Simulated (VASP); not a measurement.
A run of VASP 6.6.1 is set up as follows.

The input INCAR:

```
SYSTEM = B
  PREC = Accurate
  ENCUT = 500
  EDIFF = 1E-6
  ISMEAR = -1
  SIGMA = 0.1
  LREAL = .False.
  LASPH = .True.
  NELM = 120
  ALGO = Normal
  ISIF = 2
  LWAVE = .False.
  LCHARG = .False.
  GGA = PE
  NBANDS = 14
  GGA_COMPAT = .False.
```

The input KPOINTS:

```
regular mesh
0
Gamma
  23 23 2
  0 0 0
```

File POSCAR:

```
B
1.0
    1.6920065054      0.0000000000      0.0000000000
   -0.8460032527      1.4653206171      0.0000000000
    0.0000000000      0.0000000000     18.0805815019
B
4
Direct
    1.0000000000      1.0000000000      1.0000000000
    1.0000000000      1.0000000000      0.5000000000
    0.3333333333      0.6666666667      0.2500000000
    0.6666666667      0.3333333333      0.7500000000
```

Potentials or basis: VASP PAW PBE potentials, release 64 (B).

Run with:

```sh
$ cat potpaw_PBE.64/B/POTCAR > POTCAR
$ mpirun -np 1 vasp_std > vasp.out
```

(1) What does it give for the pressure?

(2) What does it give for the band gap on the k mesh?

## Answers

(1) 5.0 GPa.

(2) zero (band 6 reaches 7.05 eV, above the bottom of band 7 at -4.27 eV).

Caveat: this functional lacks dispersion, which binds the layers, so the pressure and a relaxed spacing across them are unreliable.
